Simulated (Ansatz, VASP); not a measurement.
**C: VASP beside Ansatz**

The input INCAR:

```
ALGO = Normal ; EDIFF = 1E-6
EDIFFG = -0.005 ; ENCUT = 600
GGA = PS ; IBRION = 2
ISIF = 3 ; ISMEAR = 0
LASPH = True ; LCHARG = False
LREAL = False ; LWAVE = False
NELM = 100 ; NSW = 100
PREC = Accurate ; SIGMA = 0.02
```

KPOINTS

```
k-points
0
Gamma
  14 14 14
```

The input POSCAR:

```
C
1.0
    0.0000000000      2.1270000000      3.3480000000
    1.2280000000      0.0000000000      3.3480000000
    1.2280000000      2.1270000000      0.0000000000
C
2
Direct
    0.1666700000      0.8333300000      0.1666700000
    0.8333300000      0.1666700000      0.8333300000
```

Input for Ansatz:

```yaml
crystal:
  lattice:
    - [0.0, 2.127, 3.348]
    - [1.228, 0.0, 3.348]
    - [1.228, 2.127, 0.0]
  atoms:
    - { symbol: C, position: [0.16667, 0.83333, 0.16667] }
    - { symbol: C, position: [0.83333, 0.16667, 0.83333] }
basis:
  ecutwfc: 420
kpoints:
  mp_grid: { grid: [14, 14, 14] }
hamiltonian:
  xc: pbesol
scf:
  occupations: { method: gaussian, width: 0.02 }
output:
  forces: true
  stress: true
  eigenvalues: true
relax:
  adjacent_minimum: "off"
  f_tol: 0.005
  max_steps: 80
  cell: { stress_tol: 0.05 }
```

Alike in both runs: task relaxation of cell and atoms; functional PBEsol; k mesh 14 × 14 × 14; occupations gaussian, width 0.02 eV; no spin polarisation.

|  | VASP | Ansatz |
| --- | --- | --- |
| version | VASP 6.6.1 | Ansatz 0.2.0 |
| potentials or method | VASP PAW PBE potentials, release 64 (C), cutoff 600 eV | scalar-relativistic, plane waves, PAW |
| valence electrons in the cell | 8 | 8 |

```tsv
	VASP	Ansatz	Ansatz less VASP
gap on the k mesh at the Fermi level, each at its own relaxed structure (eV)	0.65	0.71	+0.061
relaxed volume (Å³/atom)	9.50	9.66	+0.159
relaxed cell length with the largest relative difference (Å)	3.830	3.891	+0.0609
```

VASP's potentials were made for PBE, not for PBEsol.
